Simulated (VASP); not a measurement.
# Na33Cl32 (a cell with a defect) in VASP: single point with PBEsol

Aim: the single point of Na33Cl32 (a cell with a defect) with PBEsol.

Program: VASP 6.6.1. These are calculated values, not measurements. Logs are shortened: lines on timing, memory, paths and dates and some standing lists are left out, and cuts for length are marked.

### 1 The cell of the first run

The cell holds a defect, 65 atoms: a = 11.200 Å, b = 11.200 Å, c = 11.200 Å, α = 90.00°, β = 90.00°, γ = 90.00°.

### 2 Single point, PBEsol

The input, INCAR:

```
SYSTEM = Na33Cl32
PREC = Accurate
ENCUT = 520
EDIFF = 1E-7
ISMEAR = -1
SIGMA = 0.05
LREAL = Auto
LASPH = .True.
NELM = 100
ALGO = Normal
ISIF = 2
LWAVE = .False.
LCHARG = .False.
GGA = PS
NELECT = 456.0
ISYM = 0
NBANDS = 266
NCORE = 4
```

The input, KPOINTS:

```
Automatic mesh
0
Gamma
  1 1 1
  0.25 0.25 0.25
```

The input, POSCAR:

```
Na33Cl32
1.0
   11.2000000000      0.0000000000      0.0000000000
    0.0000000000     11.2000000000      0.0000000000
    0.0000000000      0.0000000000     11.2000000000
Cl Na
32 33
Direct
    0.2501900000      0.0000500000      0.0000790000
    0.2485030000      0.9933310000      0.5016770000
    0.2484290000      0.5016640000      0.9933710000
    0.2429420000      0.5064460000      0.5064180000
    0.7502440000      0.9998950000      0.9999610000
    0.7501160000      0.9997330000      0.4999510000
    0.7500280000      0.4998860000      0.9998770000
    0.7565750000      0.5014060000      0.5015060000
    0.9999250000      0.2502620000      0.0000850000
    0.9932740000      0.2485480000      0.5016800000
    0.9998210000      0.7502980000      0.9999570000
    0.9996530000      0.7501620000      0.4999240000
    0.5015530000      0.2485010000      0.9934490000
    0.5065020000      0.2430660000      0.5066060000
    0.4997730000      0.7501110000      0.9998320000
    0.5013010000      0.7566210000      0.5014620000
    0.9999490000      0.0000360000      0.2503040000
    0.9998460000      0.9999400000      0.7503430000
    0.9931790000      0.5016520000      0.2485550000
    0.9996990000      0.4999100000      0.7501810000
    0.5015720000      0.9932570000      0.2485740000
    0.4998330000      0.9997480000      0.7502380000
    0.5062490000      0.5062200000      0.2433300000
    0.5013230000      0.5014350000      0.7567730000
    0.2434750000      0.2438370000      0.2436720000
    0.2484230000      0.2485090000      0.7569600000
    0.2483690000      0.7568640000      0.2484910000
    0.2499610000      0.7502010000      0.7501750000
    0.7568200000      0.2484100000      0.2485950000
    0.7501250000      0.2500810000      0.7502900000
    0.7500440000      0.7500820000      0.2501260000
    0.7499250000      0.7499850000      0.7500800000
    0.0001240000      0.0002150000      0.0002450000
    0.9970350000      0.9970800000      0.5002730000
    0.9969630000      0.5002350000      0.9971080000
    0.9985900000      0.5004480000      0.5004690000
    0.5001950000      0.9970270000      0.9971520000
    0.5004230000      0.9986920000      0.5004990000
    0.5003240000      0.5004090000      0.9988500000
    0.5224290000      0.5224590000      0.5226090000
    0.2496760000      0.2497970000      0.9990170000
    0.2274420000      0.2275120000      0.5228740000
    0.2498430000      0.7531130000      0.9970880000
    0.2493220000      0.7511330000      0.5003820000
    0.7529920000      0.2499490000      0.9971850000
    0.7510940000      0.2494280000      0.5005160000
    0.7498480000      0.7499210000      0.0000490000
    0.7528040000      0.7528980000      0.5000480000
    0.2497060000      0.9990420000      0.2498170000
    0.2499140000      0.9970830000      0.7531400000
    0.2273860000      0.5226780000      0.2276260000
    0.2493730000      0.5004230000      0.7511220000
    0.7530110000      0.9969750000      0.2500110000
    0.7498950000      0.9999860000      0.7499870000
    0.7509920000      0.5003160000      0.2495470000
    0.7528500000      0.4999770000      0.7530330000
    0.9988400000      0.2497770000      0.2498230000
    0.9970230000      0.2499890000      0.7531370000
    0.9969600000      0.7530730000      0.2499950000
    0.9999000000      0.7499740000      0.7499670000
    0.5227160000      0.2274870000      0.2276480000
    0.5003400000      0.2494540000      0.7512310000
    0.5002520000      0.7509930000      0.2494860000
    0.4998890000      0.7528970000      0.7529700000
    0.3749320000      0.3748950000      0.3752770000
```

Potentials or basis: VASP PAW PBE potentials, release 64 (Cl, Na_pv).

Run with:

```sh
> cat potpaw_PBE.64/Cl/POTCAR potpaw_PBE.64/Na_pv/POTCAR > POTCAR
> mpirun -np 4 vasp_std > vasp.out
```

OUTCAR:

```text
SYSTEM = Na33Cl32
   PREC = Accurate
   ENCUT = 520
   EDIFF = 1E-7
   ISMEAR = -1
   LREAL = Auto
   LASPH = .True.
   NELM = 100
   ISIF = 2
   GGA = PS
   NELECT = 456.0
   ISYM = 0

 ion  position               nearest neighbor table
   1  0.250  0.000  0.000-
   2  0.249  0.993  0.502-  42 2.64  44 2.71
   3  0.248  0.502  0.993-  51 2.64  52 2.71
   4  0.243  0.506  0.506-  65 2.55
   5  0.750  1.000  1.000-
   6  0.750  1.000  0.500-
   7  0.750  0.500  1.000-
   8  0.757  0.501  0.502-  40 2.64  36 2.71
   9  1.000  0.250  0.000-
  10  0.993  0.249  0.502-  42 2.64  46 2.71
  11  1.000  0.750  1.000-
  12  1.000  0.750  0.500-
  13  0.502  0.249  0.993-  61 2.64  62 2.71
  14  0.507  0.243  0.507-  65 2.55
  15  0.500  0.750  1.000-
  16  0.501  0.757  0.501-  40 2.64  38 2.71
  17  1.000  0.000  0.250-
  18  1.000  1.000  0.750-
  19  0.993  0.502  0.249-  51 2.64  55 2.71
  20  1.000  0.500  0.750-
  21  0.502  0.993  0.249-  61 2.64  63 2.71
  22  0.500  1.000  0.750-
  23  0.506  0.506  0.243-  65 2.55
  24  0.501  0.501  0.757-  40 2.64  39 2.71
  25  0.243  0.244  0.244-  65 2.55
  26  0.248  0.249  0.757-  42 2.64  41 2.71
  27  0.248  0.757  0.248-  51 2.64  49 2.71
  28  0.250  0.750  0.750-
  29  0.757  0.248  0.249-  61 2.64  57 2.71
  30  0.750  0.250  0.750-
  31  0.750  0.750  0.250-
  32  0.750  0.750  0.750-
  33  0.000  0.000  0.000-
  34  0.997  0.997  0.500-
  35  0.997  0.500  0.997-
  36  0.999  0.500  0.500-   8 2.71
  37  0.500  0.997  0.997-
  38  0.500  0.999  0.500-  16 2.71
  39  0.500  0.500  0.999-  24 2.71
  40  0.522  0.522  0.523-   8 2.64  24 2.64  16 2.64
  41  0.250  0.250  0.999-  26 2.71
  42  0.227  0.228  0.523-  26 2.64  10 2.64   2 2.64
  43  0.250  0.753  0.997-
  44  0.249  0.751  0.500-   2 2.71
  45  0.753  0.250  0.997-
  46  0.751  0.249  0.501-  10 2.71
  47  0.750  0.750  0.000-
  48  0.753  0.753  0.500-
  49  0.250  0.999  0.250-  27 2.71
  50  0.250  0.997  0.753-
  51  0.227  0.523  0.228-  27 2.64  19 2.64   3 2.64
  52  0.249  0.500  0.751-   3 2.71
  53  0.753  0.997  0.250-
  54  0.750  1.000  0.750-
  55  0.751  0.500  0.250-  19 2.71
  56  0.753  0.500  0.753-
  57  0.999  0.250  0.250-  29 2.71
  58  0.997  0.250  0.753-
  59  0.997  0.753  0.250-
  60  1.000  0.750  0.750-
  61  0.523  0.227  0.228-  29 2.64  13 2.64  21 2.64
  62  0.500  0.249  0.751-  13 2.71
  63  0.500  0.751  0.249-  21 2.71
  64  0.500  0.753  0.753-
  65  0.375  0.375  0.375-  25 2.55  23 2.55   4 2.55  14 2.55

IMPORTANT INFORMATION: All symmetrisations will be switched off!
NOSYMM: (Re-)initialisation of all symmetry stuff for point group C_1.

----------------------------------------------------------------------------------------

                                     Primitive cell

  volume of cell :    1404.9280

  direct lattice vectors                    reciprocal lattice vectors
    11.200000000  0.000000000  0.000000000     0.089285714  0.000000000  0.000000000
     0.000000000 11.200000000  0.000000000     0.000000000  0.089285714  0.000000000
     0.000000000  0.000000000 11.200000000     0.000000000  0.000000000  0.089285714

  length of vectors
    11.200000000 11.200000000 11.200000000     0.089285714  0.089285714  0.089285714

  position of ions in fractional coordinates (direct lattice)
     0.250190000  0.000050000  0.000079000
     0.248503000  0.993331000  0.501677000
     0.248429000  0.501664000  0.993371000
     0.242942000  0.506446000  0.506418000
     0.750244000  0.999895000  0.999961000
     0.750116000  0.999733000  0.499951000
[... 57 lines left out ...]
     0.499889000  0.752897000  0.752970000
     0.374932000  0.374895000  0.375277000

  ion indices of the primitive-cell ions
   primitive index   ion index
                 1           1
                 2           2
                 3           3
                 4           4
                 5           5
                 6           6
[... 57 lines left out ...]
                64          64
                65          65

----------------------------------------------------------------------------------------

 KPOINTS: Automatic mesh

Automatic generation of k-mesh.
 Grid dimensions read from file:
 generate k-points for:    1    1    1

 Generating k-lattice:

  Cartesian coordinates                     Fractional coordinates (reciprocal lattice)
     0.089285714  0.000000000  0.000000000     1.000000000  0.000000000  0.000000000
     0.000000000  0.089285714  0.000000000     0.000000000  1.000000000  0.000000000
     0.000000000  0.000000000  0.089285714     0.000000000  0.000000000  1.000000000

  Length of vectors
     0.089285714  0.089285714  0.089285714

  Shift w.r.t. Gamma in fractional coordinates (k-lattice)
     0.250000000  0.250000000  0.250000000

 Subroutine IBZKPT returns following result:
 ===========================================

 Found      4 irreducible k-points:

 Following reciprocal coordinates:
            Coordinates               Weight
  0.250000  0.250000  0.250000      2.000000
 -0.250000  0.250000  0.250000      2.000000
 -0.250000 -0.250000  0.250000      2.000000
  0.250000 -0.250000  0.250000      2.000000
   k-points           NKPTS =      4   k-points in BZ     NKDIM =      4   number of bands    NBANDS=    266
   number of dos      NEDOS =    301   number of ions     NIONS =     65
   total plane-waves  NPLWV = 592704
   dimension x,y,z NGX =    84 NGY =   84 NGZ =   84
   dimension x,y,z NGXF=   168 NGYF=  168 NGZF=  168
   ions per type =              32  33
   NGX,Y,Z   is equivalent  to a cutoff of  12.47, 12.47, 12.47 a.u.
   NGXF,Y,Z  is equivalent  to a cutoff of  24.94, 24.94, 24.94 a.u.
 SYSTEM =  Na33Cl32
   PREC   = accura    normal or accurate (medium, high low for compatibility)
   ISTART =      0    job   : 0-new  1-cont  2-samecut
   ICHARG =      2    charge: 1-file 2-atom 10-const
   ISPIN  =      1    spin polarized calculation?
   LNONCOLLINEAR =      F non collinear calculations
   LSORBIT =      F    spin-orbit coupling
   LASPH  =      T    aspherical Exc in radial PAW
   ENCUT  =  520.0 eV  38.22 Ry    6.18 a.u.  20.82 20.82 20.82*2*pi/ulx,y,z
   NELM   =    100;   NELMIN=  2; NELMDL= -5     # of ELM steps
   EDIFF  = 0.1E-06   stopping-criterion for ELM
   LREAL  =      T    real-space projection
   EDIFFG = 0.1E-05   stopping-criterion for IOM
   NSW    =      0    number of steps for IOM
   IBRION =     -1    ionic relax: 0-MD 1-quasi-New 2-CG
   NFREE  =      0    steps in history (QN), initial steepest desc. (CG)
   ISIF   =      2    stress and relaxation
   ISYM   =      0    0-nonsym 1-usesym 2-fastsym
   POTIM  = 0.5000    time-step for ionic-motion
   TEBEG  =    0.0;   TEEND  =   0.0 temperature during run
   PSTRESS=    0.0 pullay stress
   NELECT =     456.0000    total number of electrons
   NUPDOWN=      -1.0000    fix difference up-down
   EMIN   =  10.00;   EMAX   =-10.00  energy-range for DOS
   EFERMI =   0.00;   METHOD = LEGACY
   ISMEAR =    -1;   SIGMA  =   0.05  broadening in eV -4-tet -1-fermi 0-gaus
   EFERMI_NEDOS =   21; number of points for ismear=-14 and -15
   IALGO  =     38    algorithm
   IMIX   =      4    mixing-type and parameters
     AMIX     =   0.40;   BMIX     =  1.00
     AMIX_MAG =   1.60;   BMIX_MAG =  1.00
  volume/ion in A,a.u.               =      21.61       145.86
  Fermi-wavevector in a.u.,A,eV,Ry     =   1.125067  2.126069 17.221928  1.265776
  Thomas-Fermi vector in A             =   2.261742
   LORBIT       =      0    0 simple, 1 ext, 2 COOP (PROOUT), +10 PAW based schemes
   GGA     = PS    functional components
   LHFCALC =     F    Hartree Fock is set to
   AEXX    =    0.0000 exact exchange contribution
   IVDW    =     0    specifies the selected vdW correction
   LEPSILON=     F    determine dielectric tensor
   LRPA    =     F    only Hartree local field effects (RPA)
 non-spin polarized calculation
  energy-cutoff  :      520.00
  volume of cell :     1404.93
 maximum number of plane-waves:     37776
   NGX = 41   NGY = 41   NGZ = 41

 number of electron     455.9999774 magnetization

 Free energy of the ion-electron system (eV)
  ---------------------------------------------------
  ext. energy  EPLUGINS =         0.00000000
  ---------------------------------------------------
  free energy    TOTEN  =      -217.86034676 eV

  energy without entropy =     -217.85997132  energy(sigma->0) =     -217.86015904

 E-fermi :   5.1823     XC(G=0):  -8.5323

 val. band max:        4.7554055607   @ k =   0.2500  -0.2500   0.2500
 cond. band min:       5.6096439262   @ k =   0.2500   0.2500   0.2500
 fundamental gap:      0.8542383655
 Fermi energy:         5.1822547240

 k-point     1 :       0.2500    0.2500    0.2500
  band No.  band energies     occupation
      1     -21.8196      2.00000
      2     -21.8191      2.00000
      3     -21.8186      2.00000
      4     -21.5672      2.00000
      5     -21.5487      2.00000
      6     -21.5481      2.00000
[... 232 lines left out ...]
    239       6.8305      0.00000
    240       6.8840      0.00000

 k-point     2 :      -0.2500    0.2500    0.2500
  band No.  band energies     occupation
      1     -21.8196      2.00000
      2     -21.8191      2.00000
      3     -21.8186      2.00000
      4     -21.5672      2.00000
      5     -21.5487      2.00000
      6     -21.5481      2.00000
[... 232 lines left out ...]
    239       6.8316      0.00000
    240       6.8829      0.00000

 k-point     3 :      -0.2500   -0.2500    0.2500
  band No.  band energies     occupation
      1     -21.8196      2.00000
      2     -21.8191      2.00000
      3     -21.8186      2.00000
      4     -21.5672      2.00000
      5     -21.5487      2.00000
      6     -21.5481      2.00000
[... 232 lines left out ...]
    239       6.8314      0.00000
    240       6.8831      0.00000

 k-point     4 :       0.2500   -0.2500    0.2500
  band No.  band energies     occupation
      1     -21.8196      2.00000
      2     -21.8191      2.00000
      3     -21.8186      2.00000
      4     -21.5672      2.00000
      5     -21.5487      2.00000
      6     -21.5481      2.00000
[... 232 lines left out ...]
    239       6.8319      0.00000
    240       6.8832      0.00000
 [bands above 240 left out]

------------------------ aborting loop because EDIFF is reached ----------------------------------------

  FORCE on cell =-STRESS in cart. coord.  units (eV):
  Direction    XX          YY          ZZ          XY          YZ          ZX
  --------------------------------------------------------------------------------------
  -------------------------------------------------------------------------------------
  Total       20.2843405     20.2505539     20.2642938      0.0103483      0.0002642      0.0019764
  in kB       23.1322249     23.0936948     23.1093637      0.0118012      0.0003013      0.0022538
  external PRESSURE =      23.1117611 kB  Pullay stress =       0.0000000 kB

 VOLUME and BASIS-vectors are now :
 -----------------------------------------------------------------------------
  energy-cutoff  :      520.00
  volume of cell :     1404.93
      direct lattice vectors                 reciprocal lattice vectors
    11.200000000  0.000000000  0.000000000     0.089285714  0.000000000  0.000000000
     0.000000000 11.200000000  0.000000000     0.000000000  0.089285714  0.000000000
     0.000000000  0.000000000 11.200000000     0.000000000  0.000000000  0.089285714

 POSITION                                       TOTAL-FORCE (eV/Angst)
 -----------------------------------------------------------------------------------
      2.80213      0.00056      0.00088         0.002591     -0.001046     -0.000692
      2.78323     11.12531      5.61878        -0.005664      0.000200      0.003582
      2.78240      5.61864     11.12576        -0.005415      0.003692      0.000332
      2.72095      5.67220      5.67188         0.030754     -0.024537     -0.024735
      8.40273     11.19882     11.19956        -0.003088      0.001153      0.002090
      8.40130     11.19701      5.59945         0.002150     -0.001098     -0.001068
[... 57 lines left out ...]
      5.59876      8.43245      8.43326        -0.001202      0.000576      0.000295
      4.19924      4.19882      4.20310         0.003994      0.003324      0.004078
 -----------------------------------------------------------------------------------
    total drift:                               -0.000941      0.002898      0.003588

  FREE ENERGIE OF THE ION-ELECTRON SYSTEM (eV)
  ---------------------------------------------------
  free  energy   TOTEN  =      -217.8603467614 eV

  energy  without entropy=     -217.8599713197  energy(sigma->0) =     -217.86015904
```

Wall time 17 min (4 MPI ranks of Intel Xeon Platinum 8259CL at 2.50GHz (Skylake/Cascade Lake), shared host); peak memory 0.54 GiB.

What came out:

* Free energy: -217.8603 eV
* Largest force: 0.048 eV/Å

Forces in eV/Å, atoms in the order of the input:
```
Cl   0.003 -0.001 -0.001
Cl  -0.006  0.000  0.004
Cl  -0.005  0.004  0.000
Cl   0.031 -0.025 -0.025
Cl  -0.003  0.001  0.002
Cl   0.002 -0.001 -0.001
Cl   0.002 -0.002  0.000
Cl  -0.002  0.004  0.004
Cl  -0.002  0.003 -0.001
Cl   0.000 -0.006  0.004
Cl   0.001 -0.003  0.001
Cl  -0.001  0.002 -0.001
Cl   0.004 -0.005  0.000
Cl  -0.026  0.031 -0.027
Cl  -0.001  0.002  0.000
Cl   0.005 -0.002  0.004
Cl  -0.001 -0.002  0.003
Cl   0.002  0.002 -0.003
Cl   0.000  0.004 -0.005
Cl  -0.001 -0.001  0.003
Cl   0.004  0.000 -0.005
Cl  -0.001 -0.001  0.002
Cl  -0.023 -0.022  0.026
Cl   0.005  0.004 -0.002
Cl   0.020  0.017  0.019
Cl  -0.004 -0.004 -0.001
Cl  -0.004 -0.001 -0.004
Cl   0.001  0.000  0.001
Cl  -0.002 -0.003 -0.004
Cl   0.000  0.001  0.001
Cl   0.000  0.001  0.001
Cl  -0.001 -0.001 -0.002
Na   0.002  0.002  0.002
Na  -0.001 -0.001 -0.002
Na  -0.001 -0.002 -0.001
Na   0.003  0.000  0.000
Na  -0.003 -0.001 -0.001
Na   0.000  0.003  0.000
Na   0.000  0.000  0.003
Na   0.006  0.006  0.006
Na  -0.002 -0.002  0.006
Na  -0.006 -0.005  0.002
Na   0.001  0.001 -0.002
Na   0.001 -0.004  0.002
Na   0.002  0.001 -0.002
Na  -0.004  0.000  0.002
Na  -0.001 -0.001  0.002
Na   0.000  0.000 -0.001
Na  -0.002  0.005 -0.002
Na   0.001 -0.002  0.001
Na  -0.003  0.002 -0.005
Na   0.000  0.002 -0.003
Na   0.002 -0.001  0.001
Na  -0.001  0.001 -0.001
Na  -0.004  0.002  0.001
Na   0.000 -0.001  0.000
Na   0.006 -0.002 -0.002
Na  -0.002  0.001  0.002
Na  -0.002  0.002  0.001
Na   0.001 -0.001 -0.001
Na   0.001 -0.005 -0.005
Na   0.002  0.000 -0.003
Na   0.002 -0.003  0.001
Na  -0.001  0.001  0.000
Na   0.004  0.003  0.004
```

Caveat: the cell carries a net charge on a neutralising background, which shifts energy and pressure; the cell is charged against a uniform background, so pressure and absolute levels hang on convention; the PAW data sets were made with another functional, which shifts forces and pressure a little.
